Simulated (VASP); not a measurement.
The system is KBr.

```
CELL_PARAMETERS angstrom
0.00000 3.68830 3.68830
3.68830 0.00000 3.68830
3.68830 3.68830 0.00000
ATOMIC_POSITIONS crystal
K 0.00000 0.00000 0.00000
Br 0.25000 0.25000 0.25000
```

Base run:

| Property | Result |
| --- | --- |
| Program | VASP 6.6.1 |
| Functional | PBE-based screened hybrid with 50 % exact exchange |
| Potentials or basis | VASP PAW PBE potentials, release 64 (K_sv, Br) |
| Cutoff | 520 eV |
| k mesh | 4 × 4 × 4 |
| Occupations | gaussian, width 0.01 eV |
| Spin | no spin polarisation |

Its results: band gap on the k mesh 6.08 eV (least direct gap 6.09 eV); pressure 0.0 GPa.

The run is repeated on the same cell with these changes: functional from PBE-based screened hybrid with 50 % exact exchange to PBE-based screened hybrid with 30 % exact exchange; share of exact exchange from 0.5 to 0.3. What comes out?

Band gap on the k mesh 5.34 eV (least direct gap 5.36 eV); pressure 0.1 GPa.

Caveats: the PAW data sets were made with another functional, which shifts forces and pressure a little.

A k mesh can miss the band edges.
